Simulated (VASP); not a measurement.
Set up this calculation in VASP 6.6.1, as the native input.

- Task: relaxation of cell and atoms
- Functional: PBEsol
- Potentials or basis: VASP PAW PBE potentials, release 64 (Te)
- Cutoff: 600 eV
- k mesh: 7 × 7 × 5
- Occupations: fermi-dirac, width 0.05 eV
- Spin: no spin polarisation
- Target pressure: 5 GPa
- Dipole correction: no
- Further INCAR settings: ALGO = Normal; EDIFF = 1e-06; IBRION = 2; EDIFFG = -0.01; NSW = 60; ISIF = 3

The structure of Te lies in POSCAR:

```
Te
1.0
    4.4540000000      0.0000000000      0.0000000000
   -2.2270000000      3.8572771485      0.0000000000
    0.0000000000      0.0000000000      5.9240000000
Te
3
Direct
    0.7310000000      0.7310000000      0.0000000000
    0.0000000000      0.2690000000      0.6666666667
    0.2690000000      0.0000000000      0.3333333333
```

The input as run:

INCAR

```
SYSTEM = Te
ALGO = Normal ; EDIFF = 1E-6
EDIFFG = -0.01 ; ENCUT = 600
GGA = PS ; IBRION = 2
ISIF = 3 ; ISMEAR = -1
LASPH = .TRUE. ; LCHARG = .FALSE.
LREAL = .FALSE. ; LWAVE = .FALSE.
NELM = 80 ; NSW = 60
PREC = Accurate ; PSTRESS = 50.0
SIGMA = 0.05
```

KPOINTS

```
k-points
0
G
  7 7 5
  0 0 0
```

Potentials or basis: VASP PAW PBE potentials, release 64 (Te).

Launch:

```bash
$ cat potpaw_PBE.64/Te/POTCAR > POTCAR
$ mpirun -np 1 vasp_std > vasp.out
```

It gave:

- Relaxed volume: 28.87 Å³/atom
- Relaxed cell: a = 4.099 Å, b = 4.099 Å, c = 5.953 Å, α = 90.00°, β = 90.00°, γ = 120.00°
- Space group after relaxing (to 0.05 Å): P3_121 (No. 152)
- Energy change on relaxing (the enthalpy is what falls): +32.8 meV/atom
- Ionic steps: 12
- Pressure after relaxing: 5.0 GPa
- Largest force after relaxing: 0.009 eV/Å
- Band gap on the k mesh: 0.31 eV, indirect (least direct gap 0.42 eV)

Caveat: the cell is relaxed towards a set pressure, so the enthalpy falls and the energy may rise; the PAW data sets were made with another functional, which shifts forces and pressure a little; spin-orbit coupling is left out, which moves the levels of the heavy elements.

Run time: 3.2 min on 1 thread of Intel(R) Xeon(R) Platinum 8488C (Sapphire Rapids) (shared host), peak memory 0.27 GiB.
